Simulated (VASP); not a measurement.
# TaN (Fm-3m) in VASP: electric field gradients with PBEsol

Aim: the electric field gradients of TaN with PBEsol.

Everything below comes from runs of VASP 6.6.1. Logs are shortened: lines on timing, memory, paths and dates and some standing lists are left out, and cuts for length are marked.

### Step 1. The cell of the first run

The structure is cubic, space group Fm-3m (No. 225). Conventional cell: a = 4.387 Å, b = 4.387 Å, c = 4.387 Å, α = 90.00°, β = 90.00°, γ = 90.00°. Ta (site symmetry m-3m) has 6 N at 2.19 Å within 2.9 Å. N (site symmetry m-3m) has 6 Ta at 2.19 Å within 2.9 Å.

### Step 2. Electric field gradients, PBEsol (10.55 Å³/atom)

INCAR

```
SYSTEM = TaN
  PREC = Accurate
  ENCUT = 520
  EDIFF = 1E-8
  ISMEAR = -1
  SIGMA = 0.02
  LREAL = .FALSE.
  LASPH = .TRUE.
  NELM = 120
  ALGO = Normal
  ISIF = 2
  LWAVE = .FALSE.
  LCHARG = .FALSE.
  GGA = PS
  LEFG = .TRUE.
  NBANDS = 16
  GGA_COMPAT = .FALSE.
```

KPOINTS

```
regular mesh
0
G
  9 9 9
  0 0 0
```

POSCAR

```
TaN
1.0
    0.0000000000      2.1934308841      2.1934308841
    2.1934308841      0.0000000000      2.1934308841
    2.1934308841      2.1934308841      0.0000000000
Ta N
1 1
Direct
    0.5000000000      0.5000000000      0.5000000000
    0.0000000000      0.0000000000      0.0000000000
```

Potentials or basis: VASP PAW PBE potentials, release 64 (Ta_sv_GW, N).

The run is started by

```bash
$ cat potpaw_PBE.64/Ta_sv_GW/POTCAR potpaw_PBE.64/N/POTCAR > POTCAR
$ mpirun -np 1 vasp_std > vasp.out
```

OUTCAR:

```text
SYSTEM = TaN
   PREC = Accurate
   ENCUT = 520
   EDIFF = 1E-8
   ISMEAR = -1
   LREAL = .FALSE.
   LASPH = .TRUE.
   NELM = 120
   ISIF = 2
   GGA = PS

 ion  position               nearest neighbor table
   1  0.500  0.500  0.500-   2 2.19   2 2.19   2 2.19   2 2.19   2 2.19   2 2.19
   2  0.000  0.000  0.000-   1 2.19   1 2.19   1 2.19   1 2.19   1 2.19   1 2.19

  LATTYP: Found a face centered cubic cell.
 ALAT       =     4.3868617682

  Lattice vectors:

 A1 = (   0.0000000000,   2.1934308841,   2.1934308841)
 A2 = (   2.1934308841,   0.0000000000,   2.1934308841)
 A3 = (   2.1934308841,   2.1934308841,   0.0000000000)

Analysis of symmetry for initial positions (statically):
=====================================================================
 Subroutine PRICEL returns:
 Original cell was already a primitive cell.

 Routine SETGRP: Setting up the symmetry group for a
 face centered cubic supercell.

 Subroutine GETGRP returns: Found 48 space group operations
 (whereof 48 operations were pure point group operations)
 out of a pool of 48 trial point group operations.

The static configuration has the point symmetry O_h .

Analysis of symmetry for dynamics (positions and initial velocities):
=====================================================================
 Subroutine PRICEL returns:
 Original cell was already a primitive cell.

 Routine SETGRP: Setting up the symmetry group for a
 face centered cubic supercell.

 Subroutine GETGRP returns: Found 48 space group operations
 (whereof 48 operations were pure point group operations)
 out of a pool of 48 trial point group operations.

The dynamic configuration has the point symmetry O_h .

 Subroutine INISYM returns: Found 48 space group operations
 (whereof 48 operations are pure point group operations),
 and found     1 'primitive' translations

----------------------------------------------------------------------------------------

                                     Primitive cell

  volume of cell :      21.1058

  direct lattice vectors                    reciprocal lattice vectors
     0.000000000  2.193430884  2.193430884    -0.227953387  0.227953387  0.227953387
     2.193430884  0.000000000  2.193430884     0.227953387 -0.227953387  0.227953387
     2.193430884  2.193430884  0.000000000     0.227953387  0.227953387 -0.227953387

  length of vectors
     3.101979704  3.101979704  3.101979704     0.394826849  0.394826849  0.394826849

  position of ions in fractional coordinates (direct lattice)
     0.500000000  0.500000000  0.500000000
     0.000000000  0.000000000  0.000000000

  ion indices of the primitive-cell ions
   primitive index   ion index
                 1           1
                 2           2

----------------------------------------------------------------------------------------

 KPOINTS: regular mesh

Automatic generation of k-mesh.
 Grid dimensions read from file:
 generate k-points for:    9    9    9

 Generating k-lattice:

  Cartesian coordinates                     Fractional coordinates (reciprocal lattice)
    -0.025328154  0.025328154  0.025328154     0.111111111  0.000000000  0.000000000
     0.025328154 -0.025328154  0.025328154     0.000000000  0.111111111  0.000000000
     0.025328154  0.025328154 -0.025328154     0.000000000  0.000000000  0.111111111

  Length of vectors
     0.043869650  0.043869650  0.043869650

  Shift w.r.t. Gamma in fractional coordinates (k-lattice)
     0.000000000  0.000000000  0.000000000

 Subroutine IBZKPT returns following result:
 ===========================================

 Found     35 irreducible k-points:

 Following reciprocal coordinates:
            Coordinates               Weight
  0.000000  0.000000  0.000000      1.000000
  0.111111  0.000000  0.000000      8.000000
  0.222222  0.000000  0.000000      8.000000
  0.333333  0.000000  0.000000      8.000000
  0.444444  0.000000  0.000000      8.000000
  0.111111  0.111111  0.000000      6.000000
[... 16 lines left out ...]
 -0.333333  0.333333  0.000000     12.000000
  0.444444  0.444444  0.000000      6.000000
 [... further k-points ...]
   k-points           NKPTS =     35   k-points in BZ     NKDIM =     35   number of bands    NBANDS=     16
   number of dos      NEDOS =    301   number of ions     NIONS =      2
   total plane-waves  NPLWV =  13824
   dimension x,y,z NGX =    24 NGY =   24 NGZ =   24
   dimension x,y,z NGXF=    48 NGYF=   48 NGZF=   48
   ions per type =               1   1
   NGX,Y,Z   is equivalent  to a cutoff of  12.86, 12.86, 12.86 a.u.
   NGXF,Y,Z  is equivalent  to a cutoff of  25.72, 25.72, 25.72 a.u.
 SYSTEM =  TaN
   PREC   = accura    normal or accurate (medium, high low for compatibility)
   ISTART =      0    job   : 0-new  1-cont  2-samecut
   ICHARG =      2    charge: 1-file 2-atom 10-const
   ISPIN  =      1    spin polarized calculation?
   LNONCOLLINEAR =      F non collinear calculations
   LSORBIT =      F    spin-orbit coupling
   LASPH  =      T    aspherical Exc in radial PAW
   ENCUT  =  520.0 eV  38.22 Ry    6.18 a.u.   5.77  5.77  5.77*2*pi/ulx,y,z
   NELM   =    120;   NELMIN=  2; NELMDL= -5     # of ELM steps
   EDIFF  = 0.1E-07   stopping-criterion for ELM
   LREAL  =      F    real-space projection
   EDIFFG = 0.1E-06   stopping-criterion for IOM
   NSW    =      0    number of steps for IOM
   IBRION =     -1    ionic relax: 0-MD 1-quasi-New 2-CG
   NFREE  =      0    steps in history (QN), initial steepest desc. (CG)
   ISIF   =      2    stress and relaxation
   ISYM   =      2    0-nonsym 1-usesym 2-fastsym
   POTIM  = 0.5000    time-step for ionic-motion
   TEBEG  =    0.0;   TEEND  =   0.0 temperature during run
   PSTRESS=    0.0 pullay stress
   NELECT =      18.0000    total number of electrons
   NUPDOWN=      -1.0000    fix difference up-down
   EMIN   =  10.00;   EMAX   =-10.00  energy-range for DOS
   EFERMI =   0.00;   METHOD = LEGACY
   ISMEAR =    -1;   SIGMA  =   0.02  broadening in eV -4-tet -1-fermi 0-gaus
   EFERMI_NEDOS =   21; number of points for ismear=-14 and -15
   IALGO  =     38    algorithm
   IMIX   =      4    mixing-type and parameters
     AMIX     =   0.40;   BMIX     =  1.00
     AMIX_MAG =   1.60;   BMIX_MAG =  1.00
  volume/ion in A,a.u.               =      10.55        71.21
  Fermi-wavevector in a.u.,A,eV,Ry     =   1.552500  2.933800 32.793543  2.410257
  Thomas-Fermi vector in A             =   2.656867
   LORBIT       =      0    0 simple, 1 ext, 2 COOP (PROOUT), +10 PAW based schemes
   GGA     = PS    functional components
   LHFCALC =     F    Hartree Fock is set to
   AEXX    =    0.0000 exact exchange contribution
   IVDW    =     0    specifies the selected vdW correction
   LEPSILON=     F    determine dielectric tensor
   LRPA    =     F    only Hartree local field effects (RPA)
 non-spin polarized calculation
  energy-cutoff  :      520.00
  volume of cell :       21.11
 maximum number of plane-waves:       577
   NGX = 11   NGY = 11   NGZ = 11

 number of electron      18.0000002 magnetization

 Free energy of the ion-electron system (eV)
  ---------------------------------------------------
  ext. energy  EPLUGINS =         0.00000000
  ---------------------------------------------------
  free energy    TOTEN  =       -25.75687567 eV

  energy without entropy =      -25.75576590  energy(sigma->0) =      -25.75632078

 E-fermi :  13.6511     XC(G=0): -14.0026

 val. band max:       13.5437294820   @ k =  -0.4444   0.2222   0.1111
 cond. band min:      13.6840886440   @ k =  -0.2222   0.2222   0.0000
 fundamental gap:      0.1403591620
 Fermi energy:        13.6511333183

 k-point     1 :       0.0000    0.0000    0.0000
  band No.  band energies     occupation
      1     -55.7330      2.00000
      2     -21.9200      2.00000
      3     -21.9200      2.00000
      4     -21.9200      2.00000
      5      -5.0929      2.00000
      6       9.9405      2.00000
[... 8 lines left out ...]
     15      22.8928      0.00000
     16      38.0383      0.00000

 k-point     2 :       0.1111    0.0000    0.0000
  band No.  band energies     occupation
      1     -55.7263      2.00000
      2     -22.0318      2.00000
      3     -21.9304      2.00000
      4     -21.9304      2.00000
      5      -4.7927      2.00000
      6       8.6250      2.00000
[... 8 lines left out ...]
     15      23.7894      0.00000
     16      34.6863      0.00000

 k-point     3 :       0.2222    0.0000    0.0000
  band No.  band energies     occupation
      1     -55.7090      2.00000
      2     -22.3036      2.00000
      3     -21.9560      2.00000
      4     -21.9560      2.00000
      5      -3.9905      2.00000
      6       6.5612      2.00000
[... 8 lines left out ...]
     15      25.6986      0.00000
     16      31.3214      0.00000

 k-point     4 :       0.3333    0.0000    0.0000
  band No.  band energies     occupation
      1     -55.6892      2.00000
      2     -22.5969      2.00000
      3     -21.9846      2.00000
      4     -21.9846      2.00000
      5      -2.9513      2.00000
      6       4.7004      2.00000
[... 8 lines left out ...]
     15      25.7547      0.00000
     16      28.7281      0.00000

 k-point     5 :       0.4444    0.0000    0.0000
  band No.  band energies     occupation
      1     -55.6763      2.00000
      2     -22.7809      2.00000
      3     -22.0033      2.00000
      4     -22.0033      2.00000
      5      -2.1160      2.00000
      6       3.4824      2.00000
[... 8 lines left out ...]
     15      25.4489      0.00000
     16      26.1677      0.00000

 k-point     6 :       0.1111    0.1111    0.0000
  band No.  band energies     occupation
      1     -55.7241      2.00000
      2     -22.0251      2.00000
      3     -21.9553      2.00000
      4     -21.9553      2.00000
      5      -4.7122      2.00000
      6       7.8451      2.00000
[... 8 lines left out ...]
     15      24.0799      0.00000
     16      34.6377      0.00000
[... 267 lines left out ...]
 k-point    21 :       0.4444    0.3333    0.0000
  band No.  band energies     occupation
      1     -55.6641      2.00000
      2     -22.5954      2.00000
      3     -22.2123      2.00000
      4     -22.1668      2.00000
      5      -3.5407      2.00000
      6       6.1661      2.00000
[... 8 lines left out ...]
     15      23.6109      0.00000
     16      29.0600      0.00000

 k-point    22 :      -0.4444    0.3333    0.0000
  band No.  band energies     occupation
      1     -55.6582      2.00000
      2     -22.5874      2.00000
      3     -22.3432      2.00000
      4     -22.1490      2.00000
      5      -3.2591      2.00000
      6       6.1134      2.00000
[... 8 lines left out ...]
     15      23.6706      0.00000
     16      27.6519      0.00000

 k-point    23 :      -0.3333    0.3333    0.0000
  band No.  band energies     occupation
      1     -55.6602      2.00000
      2     -22.5047      2.00000
      3     -22.4579      2.00000
      4     -22.0966      2.00000
      5      -2.8769      2.00000
      6       5.1968      2.00000
[... 8 lines left out ...]
     15      24.9161      0.00000
     16      24.9324      0.00000

 k-point    24 :       0.4444    0.4444    0.0000
  band No.  band energies     occupation
      1     -55.6579      2.00000
      2     -22.6534      2.00000
      3     -22.2057      2.00000
      4     -22.2057      2.00000
      5      -3.7877      2.00000
      6       6.8653      2.00000
[... 8 lines left out ...]
     15      22.9263      0.00000
     16      29.7260      0.00000

 [... further k-points ...]
[... 5 lines left out ...]
  --------------------------------------------------------------------------------------
  -------------------------------------------------------------------------------------
  Total       -0.3992482     -0.3992482     -0.3992482      0.0000000     -0.0000000     -0.0000000
  in kB      -30.3076086    -30.3076086    -30.3076086      0.0000000     -0.0000000     -0.0000000
  external PRESSURE =     -30.3076086 kB  Pullay stress =       0.0000000 kB

 VOLUME and BASIS-vectors are now :
 -----------------------------------------------------------------------------
  energy-cutoff  :      520.00
  volume of cell :       21.11
      direct lattice vectors                 reciprocal lattice vectors
     0.000000000  2.193430884  2.193430884    -0.227953387  0.227953387  0.227953387
     2.193430884  0.000000000  2.193430884     0.227953387 -0.227953387  0.227953387
     2.193430884  2.193430884  0.000000000     0.227953387  0.227953387 -0.227953387

 POSITION                                       TOTAL-FORCE (eV/Angst)
 -----------------------------------------------------------------------------------
      2.19343      2.19343      2.19343         0.000000     -0.000000     -0.000000
      0.00000      0.00000      0.00000        -0.000000      0.000000      0.000000
 -----------------------------------------------------------------------------------
    total drift:                                0.000000     -0.000000      0.000000

  FREE ENERGIE OF THE ION-ELECTRON SYSTEM (eV)
  ---------------------------------------------------
  free  energy   TOTEN  =       -25.7568756705 eV

  energy  without entropy=      -25.7557658951  energy(sigma->0) =      -25.75632078

 Electric field gradients (V/A^2)
---------------------------------------------------------------------
 ion       V_xx      V_yy      V_zz      V_xy      V_xz      V_yz
---------------------------------------------------------------------
   1      -0.000    -0.000    -0.000     0.000     0.000     0.000
   2       0.000    -0.000     0.000     0.000     0.000     0.000
---------------------------------------------------------------------

 Electric field gradients after diagonalization (V/A^2)
 (convention: |V_zz| > |V_xx| > |V_yy|)
----------------------------------------------------------------------
 ion       V_xx      V_yy      V_zz     asymmetry (V_yy - V_xx)/ V_zz
----------------------------------------------------------------------
   1      -0.000    -0.000     0.001       0.000
   2      -0.000    -0.000     0.000       0.000
----------------------------------------------------------------------

           NMR quadrupolar parameters

 Cq : quadrupolar parameter    Cq=e*Q*V_zz/h
 eta: asymmetry parameters     (V_yy - V_xx)/ V_zz
 Q  : nuclear electric quadrupole moment in mb (millibarn)
----------------------------------------------------------------------
 ion       Cq(MHz)       eta       Q (mb)
----------------------------------------------------------------------
   1       0.000       0.000       1.000
   2       0.000       0.000       1.000
----------------------------------------------------------------------
```

Wall time 21 s (1 thread of Intel Xeon Platinum 8375C at 2.90GHz (Ice Lake), shared host); peak memory 0.15 GiB.

What came out:

| Item | Value |
| --- | --- |
| Free energy | -25.7569 eV |
| Pressure | -3.0 GPa |
| Band gap on the k mesh | zero (bands 9 and 10 overlap by 3.71 eV) |
| Largest electric field gradient by atom | under 0.05 V/Å² on every atom |

Caveat: the cell stands under tension; the PAW data sets were made with another functional, which shifts forces and pressure a little; spin-orbit coupling is left out, which moves the levels of the heavy elements.

The gap in the log of VASP goes by the Fermi energy; the results here count the filled bands.